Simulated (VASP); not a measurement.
# Zr2N (P4_2/mnm) in VASP: single point with r2SCAN

Aim: the single point of Zr2N with r2SCAN.

Everything below comes from runs of VASP 6.6.1. Logs are shortened: lines on timing, memory, paths and dates and some standing lists are left out, and cuts for length are marked.

## 1. The cell of the first run

Symmetry: P4_2/mnm, No. 136, tetragonal system. The conventional cell has a = 5.255 Å, b = 5.255 Å, c = 3.201 Å, α = 90.00°, β = 90.00°, γ = 90.00°. Zr (site symmetry m2m) has 3 N at 2.20 Å within 2.9 Å. N (site symmetry mmm) has 6 Zr at 2.20 Å within 2.9 Å.

## 2. Single point, r2SCAN (strain -0.030 along x and y, -0.030 along z)

File POSCAR:

```
Zr2N
1.0
    5.2545408803      0.0000000000      0.0000000000
    0.0000000000      5.2545408803      0.0000000000
    0.0000000000      0.0000000000      3.2014311451
Zr N
4 2
Direct
    0.2965720823      0.2965720823      0.0000000000
    0.7034279177      0.7034279177      0.0000000000
    0.7965720823      0.2034279177      0.5000000000
    0.2034279177      0.7965720823      0.5000000000
    0.0000000000      0.0000000000      0.0000000000
    0.5000000000      0.5000000000      0.5000000000
```

File INCAR.step1:

```
SYSTEM = Zr2N
PREC     = Accurate       ! precision mode
ENCUT    = 520            ! plane-wave cutoff, eV
ISMEAR   = 0              ! smearing method
SIGMA    = 0.15           ! smearing width, eV
LREAL    = .FALSE.        ! projectors in reciprocal space
LASPH    = .TRUE.         ! aspherical terms in the spheres
NELM     = 60             ! most SCF steps
NBANDS   = 38             ! bands
GGA      = PE             ! functional
ALGO     = Normal         ! electronic algorithm
EDIFF    = 1E-4           ! SCF threshold, eV
LWAVE    = .TRUE.         ! write WAVECAR
LCHARG   = .FALSE.        ! write CHGCAR
```

File INCAR.step2:

```
SYSTEM = Zr2N
PREC     = Accurate       ! precision mode
ENCUT    = 520            ! plane-wave cutoff, eV
EDIFF    = 1E-6           ! SCF threshold, eV
ISMEAR   = 0              ! smearing method
SIGMA    = 0.15           ! smearing width, eV
LREAL    = .FALSE.        ! projectors in reciprocal space
LASPH    = .TRUE.         ! aspherical terms in the spheres
NELM     = 60             ! most SCF steps
ALGO     = Normal         ! electronic algorithm
ISIF     = 2              ! what is computed and relaxed
LWAVE    = .FALSE.        ! write WAVECAR
LCHARG   = .FALSE.        ! write CHGCAR
METAGGA  = R2SCAN         ! meta-GGA
LMIXTAU  = .TRUE.       
NBANDS   = 38             ! bands
ISTART   = 1
```

File KPOINTS:

```
Automatic mesh
0
G
  10 10 14
  0 0 0
```

Potentials or basis: VASP PAW PBE potentials, release 64 (Zr_sv, N).

Started as:

```console
$ cat potpaw_PBE.64/Zr_sv/POTCAR potpaw_PBE.64/N/POTCAR > POTCAR
$ cp INCAR.step1 INCAR
$ mpirun -np 1 vasp_std > vasp.out
$ cp INCAR.step2 INCAR
$ mpirun -np 1 vasp_std > vasp.out
```

OUTCAR:

```text
SYSTEM = Zr2N
   PREC = Accurate
   ENCUT = 520
   EDIFF = 1E-6
   ISMEAR = 0
   LREAL = .FALSE.
   LASPH = .TRUE.
   NELM = 60
   ISIF = 2
   METAGGA = R2SCAN
   ISTART = 1

 ion  position               nearest neighbor table
   1  0.297  0.297  0.000-   6 2.20   6 2.20   5 2.20   2 3.02   4 3.12   3 3.12   4 3.12   3 3.12
                             4 3.12   4 3.12   3 3.12   3 3.12   2 3.78   2 3.78
   2  0.703  0.703  0.000-   6 2.20   6 2.20   5 2.20   1 3.02   4 3.12   3 3.12   4 3.12   3 3.12
                             3 3.12   3 3.12   4 3.12   4 3.12   1 3.78   1 3.78
   3  0.797  0.203  0.500-   5 2.20   5 2.20   6 2.20   4 3.02   1 3.12   1 3.12   2 3.12   2 3.12
                             2 3.12   2 3.12   1 3.12   1 3.12   4 3.78   4 3.78
   4  0.203  0.797  0.500-   5 2.20   5 2.20   6 2.20   3 3.02   1 3.12   1 3.12   2 3.12   2 3.12
                             1 3.12   1 3.12   2 3.12   2 3.12   3 3.78   3 3.78
   5  0.000  0.000  0.000-   3 2.20   4 2.20   3 2.20   4 2.20   1 2.20   2 2.20
   6  0.500  0.500  0.500-   1 2.20   2 2.20   1 2.20   2 2.20   3 2.20   4 2.20

  LATTYP: Found a simple tetragonal cell.
 ALAT       =     5.2545408803
 C/A-ratio  =     0.6092694334

  Lattice vectors:

 A1 = (   5.2545408803,   0.0000000000,   0.0000000000)
 A2 = (   0.0000000000,   5.2545408803,   0.0000000000)
 A3 = (   0.0000000000,   0.0000000000,   3.2014311451)

Analysis of symmetry for initial positions (statically):
=====================================================================
 Subroutine PRICEL returns:
 Original cell was already a primitive cell.

 Routine SETGRP: Setting up the symmetry group for a
 simple tetragonal supercell.

 Subroutine GETGRP returns: Found 16 space group operations
 (whereof  8 operations were pure point group operations)
 out of a pool of 16 trial point group operations.

The static configuration has the point symmetry D_2h.
 The point group associated with its full space group is D_4h.

Analysis of symmetry for dynamics (positions and initial velocities):
=====================================================================
 Subroutine PRICEL returns:
 Original cell was already a primitive cell.

 Routine SETGRP: Setting up the symmetry group for a
 simple tetragonal supercell.

 Subroutine GETGRP returns: Found 16 space group operations
 (whereof  8 operations were pure point group operations)
 out of a pool of 16 trial point group operations.

The dynamic configuration has the point symmetry D_2h.
 The point group associated with its full space group is D_4h.

 Subroutine INISYM returns: Found 16 space group operations
 (whereof  8 operations are pure point group operations),
 and found     1 'primitive' translations

----------------------------------------------------------------------------------------

                                     Primitive cell

  volume of cell :      88.3922

  direct lattice vectors                    reciprocal lattice vectors
     5.254540880  0.000000000  0.000000000     0.190311584  0.000000000  0.000000000
     0.000000000  5.254540880  0.000000000     0.000000000  0.190311584  0.000000000
     0.000000000  0.000000000  3.201431145     0.000000000  0.000000000  0.312360302

  length of vectors
     5.254540880  5.254540880  3.201431145     0.190311584  0.190311584  0.312360302

  position of ions in fractional coordinates (direct lattice)
     0.296572082  0.296572082  0.000000000
     0.703427918  0.703427918  0.000000000
     0.796572082  0.203427918  0.500000000
     0.203427918  0.796572082  0.500000000
     0.000000000  0.000000000  0.000000000
     0.500000000  0.500000000  0.500000000

  ion indices of the primitive-cell ions
   primitive index   ion index
                 1           1
                 2           2
                 3           3
                 4           4
                 5           5
                 6           6

----------------------------------------------------------------------------------------

 KPOINTS: Automatic mesh

Automatic generation of k-mesh.
 Grid dimensions read from file:
 generate k-points for:   10   10   14

 Generating k-lattice:

  Cartesian coordinates                     Fractional coordinates (reciprocal lattice)
     0.019031158  0.000000000  0.000000000     0.100000000  0.000000000  0.000000000
     0.000000000  0.019031158  0.000000000     0.000000000  0.100000000  0.000000000
     0.000000000  0.000000000  0.022311450     0.000000000  0.000000000  0.071428571

  Length of vectors
     0.019031158  0.019031158  0.022311450

  Shift w.r.t. Gamma in fractional coordinates (k-lattice)
     0.000000000  0.000000000  0.000000000

 Subroutine IBZKPT returns following result:
 ===========================================

 Found    168 irreducible k-points:

 Following reciprocal coordinates:
            Coordinates               Weight
  0.000000  0.000000  0.000000      1.000000
  0.100000  0.000000  0.000000      4.000000
  0.200000  0.000000  0.000000      4.000000
  0.300000  0.000000  0.000000      4.000000
  0.400000  0.000000  0.000000      4.000000
  0.500000  0.000000  0.000000      2.000000
[... 16 lines left out ...]
  0.100000  0.000000  0.071429      8.000000
  0.200000  0.000000  0.071429      8.000000
 [... further k-points ...]
   k-points           NKPTS =    168   k-points in BZ     NKDIM =    168   number of bands    NBANDS=     38
   number of dos      NEDOS =    301   number of ions     NIONS =      6
   total plane-waves  NPLWV =  38400
   dimension x,y,z NGX =    40 NGY =   40 NGZ =   24
   dimension x,y,z NGXF=    80 NGYF=   80 NGZF=   48
   ions per type =               4   2
   NGX,Y,Z   is equivalent  to a cutoff of  12.66, 12.66, 12.46 a.u.
   NGXF,Y,Z  is equivalent  to a cutoff of  25.31, 25.31, 24.93 a.u.
 SYSTEM =  Zr2N
   PREC   = accura    normal or accurate (medium, high low for compatibility)
   ISTART =      1    job   : 0-new  1-cont  2-samecut
   ICHARG =      0    charge: 1-file 2-atom 10-const
   ISPIN  =      1    spin polarized calculation?
   LNONCOLLINEAR =      F non collinear calculations
   LSORBIT =      F    spin-orbit coupling
   LASPH  =      T    aspherical Exc in radial PAW
   ENCUT  =  520.0 eV  38.22 Ry    6.18 a.u.   9.77  9.77  5.95*2*pi/ulx,y,z
   NELM   =     60;   NELMIN=  2; NELMDL=  0     # of ELM steps
   EDIFF  = 0.1E-05   stopping-criterion for ELM
   LREAL  =      F    real-space projection
   EDIFFG = 0.1E-04   stopping-criterion for IOM
   NSW    =      0    number of steps for IOM
   IBRION =     -1    ionic relax: 0-MD 1-quasi-New 2-CG
   NFREE  =      0    steps in history (QN), initial steepest desc. (CG)
   ISIF   =      2    stress and relaxation
   ISYM   =      2    0-nonsym 1-usesym 2-fastsym
   POTIM  = 0.5000    time-step for ionic-motion
   TEBEG  =    0.0;   TEEND  =   0.0 temperature during run
   PSTRESS=    0.0 pullay stress
   NELECT =      58.0000    total number of electrons
   NUPDOWN=      -1.0000    fix difference up-down
   EMIN   =  10.00;   EMAX   =-10.00  energy-range for DOS
   EFERMI =   0.00;   METHOD = LEGACY
   ISMEAR =     0;   SIGMA  =   0.15  broadening in eV -4-tet -1-fermi 0-gaus
   EFERMI_NEDOS =   21; number of points for ismear=-14 and -15
   IALGO  =     38    algorithm
   IMIX   =      4    mixing-type and parameters
     AMIX     =   0.40;   BMIX     =  1.00
     AMIX_MAG =   1.60;   BMIX_MAG =  1.00
  volume/ion in A,a.u.               =      14.73        99.42
  Fermi-wavevector in a.u.,A,eV,Ry     =   1.422589  2.688304 27.534937  2.023761
  Thomas-Fermi vector in A             =   2.543277
   LORBIT       =      0    0 simple, 1 ext, 2 COOP (PROOUT), +10 PAW based schemes
   METAGGA = R2SCAN    functional components
   LHFCALC =     F    Hartree Fock is set to
   AEXX    =    0.0000 exact exchange contribution
   IVDW    =     0    specifies the selected vdW correction
   LEPSILON=     F    determine dielectric tensor
   LRPA    =     F    only Hartree local field effects (RPA)
 non-spin polarized calculation
 Gauss-broadening in eV      SIGMA  =   0.15
  energy-cutoff  :      520.00
  volume of cell :       88.39
 maximum number of plane-waves:      2412
 NGX is ok and might be reduce to    40
   NGX = 19   NGY = 19   NGZ = 11

 number of electron      57.9999996 magnetization

 Free energy of the ion-electron system (eV)
  ---------------------------------------------------
  ext. energy  EPLUGINS =         0.00000000
  ---------------------------------------------------
  free energy    TOTEN  =      -117.23903864 eV

  energy without entropy =     -117.20938872  energy(sigma->0) =     -117.22421368

 E-fermi :  10.8592     XC(G=0): -13.0453

 val. band max:       10.8540368349   @ k =   0.1000   0.1000   0.0000
 cond. band min:      10.8648505471   @ k =   0.3000   0.3000   0.4286
 fundamental gap:      0.0108137122
 Fermi energy:        10.8592359980

 k-point     1 :       0.0000    0.0000    0.0000
  band No.  band energies     occupation
      1     -39.3716      2.00000
      2     -39.1556      2.00000
      3     -39.1556      2.00000
      4     -39.0679      2.00000
      5     -17.9780      2.00000
      6     -17.1286      2.00000
[... 30 lines left out ...]
     37      14.2000      0.00000
     38      14.3629      0.00000

 k-point     2 :       0.1000    0.0000    0.0000
  band No.  band energies     occupation
      1     -39.3668      2.00000
      2     -39.1619      2.00000
      3     -39.1532      2.00000
      4     -39.0692      2.00000
      5     -17.9542      2.00000
      6     -17.1221      2.00000
[... 30 lines left out ...]
     37      14.2193      0.00000
     38      14.6081      0.00000

 k-point     3 :       0.2000    0.0000    0.0000
  band No.  band energies     occupation
      1     -39.3528      2.00000
      2     -39.1795      2.00000
      3     -39.1460      2.00000
      4     -39.0735      2.00000
      5     -17.8854      2.00000
      6     -17.1133      2.00000
[... 30 lines left out ...]
     37      14.1787      0.00000
[... 781 lines left out ...]
 k-point    23 :       0.1000    0.0000    0.0714
  band No.  band energies     occupation
      1     -39.3603      2.00000
      2     -39.1591      2.00000
      3     -39.1505      2.00000
      4     -39.0699      2.00000
      5     -17.9342      2.00000
      6     -17.1075      2.00000
[... 30 lines left out ...]
     37      14.1292      0.00000
     38      14.7486      0.00000

 k-point    24 :       0.2000    0.0000    0.0714
  band No.  band energies     occupation
      1     -39.3466      2.00000
      2     -39.1764      2.00000
      3     -39.1435      2.00000
      4     -39.0739      2.00000
      5     -17.8664      2.00000
      6     -17.0994      2.00000
[... 30 lines left out ...]
     37      14.1375      0.00000
     38      15.0910      0.00000

 [... further k-points ...]
[... 5 lines left out ...]
  --------------------------------------------------------------------------------------
  -------------------------------------------------------------------------------------
  Total       11.0439613     11.0439613     12.0134946     -0.0000000      0.0000000      0.0000000
  in kB      200.1804877    200.1804877    217.7540418     -0.0000000      0.0000000      0.0000000
  external PRESSURE =     206.0383391 kB  Pullay stress =       0.0000000 kB

 VOLUME and BASIS-vectors are now :
 -----------------------------------------------------------------------------
  energy-cutoff  :      520.00
  volume of cell :       88.39
      direct lattice vectors                 reciprocal lattice vectors
     5.254540880  0.000000000  0.000000000     0.190311584  0.000000000  0.000000000
     0.000000000  5.254540880  0.000000000     0.000000000  0.190311584  0.000000000
     0.000000000  0.000000000  3.201431145     0.000000000  0.000000000  0.312360302

 POSITION                                       TOTAL-FORCE (eV/Angst)
 -----------------------------------------------------------------------------------
      1.55835      1.55835      0.00000        -0.186473     -0.186473     -0.000000
      3.69619      3.69619      0.00000         0.186473      0.186473      0.000000
      4.18562      1.06892      1.60072        -0.186473      0.186473      0.000000
      1.06892      4.18562      1.60072         0.186473     -0.186473      0.000000
      0.00000      0.00000      0.00000         0.000000     -0.000000      0.000000
      2.62727      2.62727      1.60072         0.000000     -0.000000      0.000000
 -----------------------------------------------------------------------------------
    total drift:                                0.000000      0.000000      0.000000

  FREE ENERGIE OF THE ION-ELECTRON SYSTEM (eV)
  ---------------------------------------------------
  free  energy   TOTEN  =      -117.2390386444 eV

  energy  without entropy=     -117.2093887225  energy(sigma->0) =     -117.22421368
```

Run time: 34 min. Hardware: 1 thread of Oxide Virtual Turin-like, shared host; peak memory 0.48 GiB.

Results:

```
Free energy            : -117.2390 eV
Pressure               : 20.6 GPa
Largest force          : 0.264 eV/Å
Band gap on the k mesh : zero (bands 29 and 30 overlap by 2.90 eV)
```

Forces on the atoms (eV/Å):
```
Zr  -0.186 -0.186  0.000
Zr   0.186  0.186  0.000
Zr  -0.186  0.186  0.000
Zr   0.186 -0.186  0.000
N    0.000  0.000  0.000
N    0.000  0.000  0.000
```

Stress tensor (GPa, compression positive):
```
20.02  0.00  0.00
 0.00 20.02  0.00
 0.00  0.00 21.78
```

Caveat: the cell differs from its parent crystal (strain -0.030 along x and y, -0.030 along z); the cell stands under pressure; the PAW data sets were made with another functional, which shifts forces and pressure a little.
